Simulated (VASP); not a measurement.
# Re (Fm-3m) in VASP: further runs

Re is run at these levels: PBE; tasks: single point, relaxation of cell and atoms.

Everything below comes from runs of VASP 6.6.1. Logs are shortened: lines on timing, memory, paths and dates and some standing lists are left out, and cuts for length are marked.

### 1 The cell of the first run

It takes space group Fm-3m (No. 225, cubic). Conventional cell: a = 3.915 Å, b = 3.915 Å, c = 3.915 Å, α = 90.00°, β = 90.00°, γ = 90.00°. Re (site symmetry m-3m) has 12 Re at 2.77 Å within 3.6 Å.

### 2 Single point, PBE

The input, INCAR:

```
PREC = Accurate
ENCUT = 520
EDIFF = 1E-6
ISMEAR = -1
SIGMA = 0.08
LREAL = False
LASPH = True
NELM = 100
ALGO = Normal
ISIF = 2
LWAVE = False
LCHARG = False
GGA = PE
NBANDS = 10
```

The input, KPOINTS:

```
Automatic mesh
0
Gamma
  17 17 17
```

The input, POSCAR:

```
Re
1.0
    0.0000000000      1.9575888558      1.9575888558
    1.9575888558      0.0000000000      1.9575888558
    1.9575888558      1.9575888558      0.0000000000
Re
1
Direct
    0.0000000000      0.0000000000      0.0000000000
```

Potentials or basis: VASP PAW PBE potentials, release 64 (Re).

Run with:

```console
> cat potpaw_PBE.64/Re/POTCAR > POTCAR
> mpirun -np 1 vasp_std > vasp.out
```

OUTCAR:

```text
PREC = Accurate
   ENCUT = 520
   EDIFF = 1E-6
   ISMEAR = -1
   LREAL = False
   LASPH = True
   NELM = 100
   ISIF = 2
   GGA = PE

 ion  position               nearest neighbor table
   1  0.000  0.000  0.000-

  LATTYP: Found a face centered cubic cell.
 ALAT       =     3.9151777116

  Lattice vectors:

 A1 = (   0.0000000000,   1.9575888558,   1.9575888558)
 A2 = (   1.9575888558,   0.0000000000,   1.9575888558)
 A3 = (   1.9575888558,   1.9575888558,   0.0000000000)

Analysis of symmetry for initial positions (statically):
=====================================================================
 Subroutine PRICEL returns:
 Original cell was already a primitive cell.

 Routine SETGRP: Setting up the symmetry group for a
 face centered cubic supercell.

 Subroutine GETGRP returns: Found 48 space group operations
 (whereof 48 operations were pure point group operations)
 out of a pool of 48 trial point group operations.

The static configuration has the point symmetry O_h .

Analysis of symmetry for dynamics (positions and initial velocities):
=====================================================================
 Subroutine PRICEL returns:
 Original cell was already a primitive cell.

 Routine SETGRP: Setting up the symmetry group for a
 face centered cubic supercell.

 Subroutine GETGRP returns: Found 48 space group operations
 (whereof 48 operations were pure point group operations)
 out of a pool of 48 trial point group operations.

The dynamic configuration has the point symmetry O_h .

 Subroutine INISYM returns: Found 48 space group operations
 (whereof 48 operations are pure point group operations),
 and found     1 'primitive' translations

----------------------------------------------------------------------------------------

                                     Primitive cell

  volume of cell :      15.0036

  direct lattice vectors                    reciprocal lattice vectors
     0.000000000  1.957588856  1.957588856    -0.255416248  0.255416248  0.255416248
     1.957588856  0.000000000  1.957588856     0.255416248 -0.255416248  0.255416248
     1.957588856  1.957588856  0.000000000     0.255416248  0.255416248 -0.255416248

  length of vectors
     2.768448709  2.768448709  2.768448709     0.442393918  0.442393918  0.442393918

  position of ions in fractional coordinates (direct lattice)
     0.000000000  0.000000000  0.000000000

  ion indices of the primitive-cell ions
   primitive index   ion index
                 1           1

----------------------------------------------------------------------------------------

 KPOINTS: Automatic mesh

Automatic generation of k-mesh.
 Grid dimensions read from file:
 generate k-points for:   17   17   17

 Generating k-lattice:

  Cartesian coordinates                     Fractional coordinates (reciprocal lattice)
    -0.015024485  0.015024485  0.015024485     0.058823529  0.000000000  0.000000000
     0.015024485 -0.015024485  0.015024485     0.000000000  0.058823529  0.000000000
     0.015024485  0.015024485 -0.015024485     0.000000000  0.000000000  0.058823529

  Length of vectors
     0.026023172  0.026023172  0.026023172

  Shift w.r.t. Gamma in fractional coordinates (k-lattice)
     0.000000000  0.000000000  0.000000000

 Subroutine IBZKPT returns following result:
 ===========================================

 Found    165 irreducible k-points:

 Following reciprocal coordinates:
            Coordinates               Weight
  0.000000  0.000000  0.000000      1.000000
  0.058824  0.000000  0.000000      8.000000
  0.117647  0.000000  0.000000      8.000000
  0.176471  0.000000  0.000000      8.000000
  0.235294  0.000000  0.000000      8.000000
  0.294118  0.000000  0.000000      8.000000
[... 16 lines left out ...]
 -0.176471  0.058824  0.000000     24.000000
 -0.117647  0.058824  0.000000     24.000000
 [... further k-points ...]
   k-points           NKPTS =    165   k-points in BZ     NKDIM =    165   number of bands    NBANDS=     10
   number of dos      NEDOS =    301   number of ions     NIONS =      1
   total plane-waves  NPLWV =  13824
   dimension x,y,z NGX =    24 NGY =   24 NGZ =   24
   dimension x,y,z NGXF=    48 NGYF=   48 NGZF=   48
   ions per type =               1
   NGX,Y,Z   is equivalent  to a cutoff of  14.41, 14.41, 14.41 a.u.
   NGXF,Y,Z  is equivalent  to a cutoff of  28.82, 28.82, 28.82 a.u.
 SYSTEM =  unknown system
   PREC   = accura    normal or accurate (medium, high low for compatibility)
   ISTART =      0    job   : 0-new  1-cont  2-samecut
   ICHARG =      2    charge: 1-file 2-atom 10-const
   ISPIN  =      1    spin polarized calculation?
   LNONCOLLINEAR =      F non collinear calculations
   LSORBIT =      F    spin-orbit coupling
   LASPH  =      T    aspherical Exc in radial PAW
   ENCUT  =  520.0 eV  38.22 Ry    6.18 a.u.   5.15  5.15  5.15*2*pi/ulx,y,z
   NELM   =    100;   NELMIN=  2; NELMDL= -5     # of ELM steps
   EDIFF  = 0.1E-05   stopping-criterion for ELM
   LREAL  =      F    real-space projection
   EDIFFG = 0.1E-04   stopping-criterion for IOM
   NSW    =      0    number of steps for IOM
   IBRION =     -1    ionic relax: 0-MD 1-quasi-New 2-CG
   NFREE  =      0    steps in history (QN), initial steepest desc. (CG)
   ISIF   =      2    stress and relaxation
   ISYM   =      2    0-nonsym 1-usesym 2-fastsym
   POTIM  = 0.5000    time-step for ionic-motion
   TEBEG  =    0.0;   TEEND  =   0.0 temperature during run
   PSTRESS=    0.0 pullay stress
   NELECT =       7.0000    total number of electrons
   NUPDOWN=      -1.0000    fix difference up-down
   EMIN   =  10.00;   EMAX   =-10.00  energy-range for DOS
   EFERMI =   0.00;   METHOD = LEGACY
   ISMEAR =    -1;   SIGMA  =   0.08  broadening in eV -4-tet -1-fermi 0-gaus
   EFERMI_NEDOS =   21; number of points for ismear=-14 and -15
   IALGO  =     38    algorithm
   IMIX   =      4    mixing-type and parameters
     AMIX     =   0.40;   BMIX     =  1.00
     AMIX_MAG =   1.60;   BMIX_MAG =  1.00
  volume/ion in A,a.u.               =      15.00       101.25
  Fermi-wavevector in a.u.,A,eV,Ry     =   1.269724  2.399431 21.935303  1.612199
  Thomas-Fermi vector in A             =   2.402750
   LORBIT       =      0    0 simple, 1 ext, 2 COOP (PROOUT), +10 PAW based schemes
   GGA     = PE    functional components
   LHFCALC =     F    Hartree Fock is set to
   AEXX    =    0.0000 exact exchange contribution
   IVDW    =     0    specifies the selected vdW correction
   LEPSILON=     F    determine dielectric tensor
   LRPA    =     F    only Hartree local field effects (RPA)
 non-spin polarized calculation
  energy-cutoff  :      520.00
  volume of cell :       15.00
 maximum number of plane-waves:       419
 NGX is ok and might be reduce to    24
   NGX = 11   NGY = 11   NGZ = 11

 number of electron       7.0000001 magnetization

 Free energy of the ion-electron system (eV)
  ---------------------------------------------------
  ext. energy  EPLUGINS =         0.00000000
  ---------------------------------------------------
  free energy    TOTEN  =       -12.37090699 eV

  energy without entropy =      -12.35146567  energy(sigma->0) =      -12.36118633

 E-fermi :   7.9351     XC(G=0): -13.6236

 val. band max:        7.9244407370   @ k =  -0.4118   0.4118   0.0000
 cond. band min:       7.9390067906   @ k =  -0.2941   0.2941   0.1176
 fundamental gap:      0.0145660536
 Fermi energy:         7.9351171604

 k-point     1 :       0.0000    0.0000    0.0000
  band No.  band energies     occupation
      1      -2.0832      2.00000
      2       6.0490      2.00000
      3       6.0490      2.00000
      4       6.0490      2.00000
      5       9.1455      0.00000
      6       9.1455      0.00000
      7      21.8042      0.00000
      8      27.3551      0.00000
      9      27.3551      0.00000
     10      27.3551      0.00000

 k-point     2 :       0.0588    0.0000    0.0000
  band No.  band energies     occupation
      1      -1.9255      2.00000
      2       5.9413      2.00000
      3       6.1232      2.00000
      4       6.1232      2.00000
      5       9.0860      0.00000
      6       9.0860      0.00000
      7      22.1111      0.00000
      8      26.5339      0.00000
      9      27.6423      0.00000
     10      27.6423      0.00000

 k-point     3 :       0.1176    0.0000    0.0000
  band No.  band energies     occupation
      1      -1.4711      2.00000
      2       5.6691      2.00000
      3       6.3126      2.00000
      4       6.3126      2.00000
      5       8.9593      0.00001
      6       8.9593      0.00001
      7      22.9296      0.00000
      8      25.0960      0.00000
      9      28.4736      0.00000
     10      28.4736      0.00000

 k-point     4 :       0.1765    0.0000    0.0000
  band No.  band energies     occupation
      1      -0.7844      2.00000
      2       5.3645      2.00000
      3       6.5038      2.00000
      4       6.5038      2.00000
      5       8.9224      0.00001
      6       8.9224      0.00001
      7      23.2347      0.00000
      8      24.5202      0.00000
      9      29.7683      0.00000
     10      29.7683      0.00000
[... 222 lines left out ...]
 k-point    22 :      -0.2353    0.0588    0.0000
  band No.  band energies     occupation
      1       0.3836      2.00000
      2       5.1075      2.00000
      3       6.4535      2.00000
      4       6.6122      2.00000
      5       8.8192      0.00003
      6       9.9278      0.00000
      7      21.8732      0.00000
      8      25.5162      0.00000
      9      30.3731      0.00000
     10      31.0011      0.00000

 k-point    23 :      -0.1765    0.0588    0.0000
  band No.  band energies     occupation
      1      -0.3942      2.00000
      2       5.1692      2.00000
      3       6.5579      2.00000
      4       6.6474      2.00000
      5       8.4947      0.00183
      6       9.4292      0.00000
      7      23.0878      0.00000
      8      24.9514      0.00000
      9      29.2131      0.00000
     10      31.1547      0.00000

 k-point    24 :      -0.1176    0.0588    0.0000
  band No.  band energies     occupation
      1      -1.1310      2.00000
      2       5.4481      2.00000
      3       6.4510      2.00000
      4       6.4704      2.00000
      5       8.5827      0.00061
      6       9.2103      0.00000
      7      23.5053      0.00000
      8      24.6526      0.00000
      9      28.1850      0.00000
     10      29.5496      0.00000

 [... further k-points ...]

------------------------ aborting loop because EDIFF is reached ----------------------------------------

  FORCE on cell =-STRESS in cart. coord.  units (eV):
  Direction    XX          YY          ZZ          XY          YZ          ZX
  --------------------------------------------------------------------------------------
  -------------------------------------------------------------------------------------
  Total       -0.0547119     -0.0547119     -0.0547119      0.0000000      0.0000000      0.0000000
  in kB       -5.8424869     -5.8424869     -5.8424869      0.0000000      0.0000000      0.0000000
  external PRESSURE =      -5.8424869 kB  Pullay stress =       0.0000000 kB

 VOLUME and BASIS-vectors are now :
 -----------------------------------------------------------------------------
  energy-cutoff  :      520.00
  volume of cell :       15.00
      direct lattice vectors                 reciprocal lattice vectors
     0.000000000  1.957588856  1.957588856    -0.255416248  0.255416248  0.255416248
     1.957588856  0.000000000  1.957588856     0.255416248 -0.255416248  0.255416248
     1.957588856  1.957588856  0.000000000     0.255416248  0.255416248 -0.255416248

 POSITION                                       TOTAL-FORCE (eV/Angst)
 -----------------------------------------------------------------------------------
      0.00000      0.00000      0.00000         0.000000      0.000000      0.000000
 -----------------------------------------------------------------------------------
    total drift:                               -0.000000      0.000000      0.000000

  FREE ENERGIE OF THE ION-ELECTRON SYSTEM (eV)
  ---------------------------------------------------
  free  energy   TOTEN  =       -12.3709069911 eV

  energy  without entropy=      -12.3514656705  energy(sigma->0) =      -12.36118633
```

Wall time 12 s (1 thread of Intel Xeon Platinum 8559C (Emerald Rapids), shared host); peak memory 0.16 GiB.

Results:

```yaml
Free_energy: -12.3709 eV
Pressure: -0.6 GPa
```

Levels at points of the mesh, in eV from the Fermi level:
```csv
k point,band 2,band 3,band 4,band 5,band 6,band 7
"(0.00, 0.00, 0.00)",-1.89,-1.89,-1.89,1.21,1.21,13.87
```

Caveat: spin-orbit coupling is left out, which moves the levels of the heavy elements.

### 3 Relaxation of cell and atoms, PBE, target pressure 540 GPa, at which the enthalpy is minimised

This run uses another cell than the first one, of 9.01 Å³/atom, 0.600 times its volume.

The input, INCAR:

```
  ALGO = Normal
  EDIFF = 1E-6
  EDIFFG = -0.005
  ENCUT = 600
  GGA = PE
  IBRION = 2
  ISIF = 3
  ISMEAR = -1
  LASPH = T
  LCHARG = F
  LREAL = F
  LWAVE = F
  NELM = 80
  NSW = 32
  PREC = Accurate
  PSTRESS = 5400.0
  SIGMA = 0.08
```

The input, KPOINTS:

```
k-points
0
Gamma
  20 20 20
```

The input, POSCAR:

```
Re
1.0
    0.0000000000      1.6513767357      1.6513767357
    1.6513767357      0.0000000000      1.6513767357
    1.6513767357      1.6513767357      0.0000000000
Re
1
Direct
    0.0000000000      0.0000000000      0.0000000000
```

Potentials or basis: VASP PAW PBE potentials, release 64 (Re).

Run with:

```console
> cat potpaw_PBE.64/Re/POTCAR > POTCAR
> mpirun -np 1 vasp_std > vasp.out
```

Run time: 29 s. Hardware: 1 thread of Intel Xeon 6975P-C (Granite Rapids), shared host; peak memory 0.15 GiB.

The run converged. Its results:

```yaml
Free_energy: -5.8668 eV
Relaxed_volume: 9.06 Å³/atom
Relaxed_cell: a = 2.340 Å, b = 2.340 Å, c = 2.340 Å, α = 60.00°, β = 60.00°, γ = 60.00°
Space_group_after_relaxing_to_0.05_Å: Fm-3m (No. 225)
Energy_change_on_relaxing_the_enthalpy_is_what_falls: -198.3 meV/atom
Ionic_steps: 4
Pressure_after_relaxing: 539.9 GPa
```

The path:
| step | energy change (eV) | largest force (eV/Å) | pressure (GPa) | volume (Å³) |
| --- | --- | --- | --- | --- |
| 1 | 0.0000 | 0.0000 | 553.74 | 9.01 |
| 2 | -2.8970 | 0.0000 | 349.24 | 10.05 |
| 3 | -0.2101 | 0.0000 | 539.18 | 9.07 |
| 4 | -0.1983 | 0.0000 | 539.94 | 9.06 |

Final structure:
```
CELL_PARAMETERS angstrom
0.00000 1.65492 1.65492
1.65492 0.00000 1.65492
1.65492 1.65492 0.00000
ATOMIC_POSITIONS crystal
Re 0.00000 0.00000 0.00000
```

Levels at points of the mesh, in eV from the Fermi level:
```tsv
k point	band 1	band 2	band 3	band 4	band 5	band 6	band 7
(0.00, 0.00, 0.00)	-13.32	-4.20	-4.20	-4.20	2.21	2.21	13.61
(0.50, 0.00, 0.00)	-11.54	-4.76	-4.76	2.63	7.44	7.44	13.59
(0.50, 0.50, 0.00)	-12.92	-11.71	7.32	7.50	9.12	9.12	17.55
```

Caveat: the cell is relaxed towards a set pressure, so the enthalpy falls and the energy may rise; spin-orbit coupling is left out, which moves the levels of the heavy elements.

### 4 Relaxation of cell and atoms, PBE

This run uses another cell than the first one, of 14.96 Å³/atom, 0.997 times its volume.

The input, INCAR:

```
  PREC = Accurate
  ENCUT = 600
  EDIFF = 1E-7
  ISMEAR = -1
  SIGMA = 0.08
  LREAL = False
  LASPH = True
  NELM = 80
  ALGO = Normal
  ISIF = 3
  LWAVE = False
  LCHARG = False
  GGA = PE
  IBRION = 2
  NSW = 60
  EDIFFG = -0.005
```

The input, KPOINTS:

```
regular mesh
0
Gamma
  17 17 17
```

The input, POSCAR:

```
Re
1.0
    0.0000000000      1.9554744261      1.9554744261
    1.9554744261      0.0000000000      1.9554744261
    1.9554744261      1.9554744261      0.0000000000
Re
1
Direct
    0.0000000000      0.0000000000      0.0000000000
```

Run with:

```console
> cat potpaw_PBE.64/Re/POTCAR > POTCAR
> mpirun -np 1 vasp_std > vasp.out
```

Run time: 22 s. Hardware: 1 thread of Intel Xeon 6975P-C (Granite Rapids), shared host; peak memory 0.16 GiB.

It converged, with:

```yaml
Free_energy: -12.3720 eV
Relaxed_volume: 14.98 Å³/atom
Relaxed_cell: a = 2.767 Å, b = 2.767 Å, c = 2.767 Å, α = 60.00°, β = 60.00°, γ = 60.00°
Space_group_after_relaxing_to_0.05_Å: Fm-3m (No. 225)
Energy_gained_by_relaxing: 0.1 meV/atom
Ionic_steps: 3
Pressure_after_relaxing: 0.0 GPa
```

Final structure:
```
Re
1.0
     0.00000    1.95668    1.95668
     1.95668    0.00000    1.95668
     1.95668    1.95668    0.00000
Re
1
Direct
  0.00000 0.00000 0.00000
```

Levels at points of the mesh, in eV from the Fermi level:
```csv
k point,band 2,band 3,band 4,band 5,band 6,band 7
"(0.00, 0.00, 0.00)",-1.89,-1.89,-1.89,1.21,1.21,13.87
```

Caveat: spin-orbit coupling is left out, which moves the levels of the heavy elements.

### 5 Summary

| task | cell | k mesh | cutoff (eV) | gap on the mesh (eV) | pressure (GPa) |
| --- | --- | --- | --- | --- | --- |
| single point | a = 2.768 Å, angles 60.0°, 1 atom | 17 × 17 × 17 | 520 | none | -0.6 |
| relaxation of cell and atoms | relaxed to 540 GPa from a = 2.335 Å, angles 60.0°, 1 atom | 20 × 20 × 20 | 600 | none | 539.9 |
| relaxation of cell and atoms | relaxed from a = 2.765 Å, angles 60.0°, 1 atom | 17 × 17 × 17 | 600 | none | 0.0 |

Alike in all rows: level PBE; potentials or basis VASP PAW PBE potentials, release 64 (Re); no spin polarisation; smearing fermi-dirac 0.08 eV.

Caveats: spin-orbit coupling is left out, which moves the levels of the heavy elements; the cell is relaxed towards a set pressure, so the enthalpy falls and the energy may rise (some runs).

Absolute energies hang on the potentials; compare differences alone.
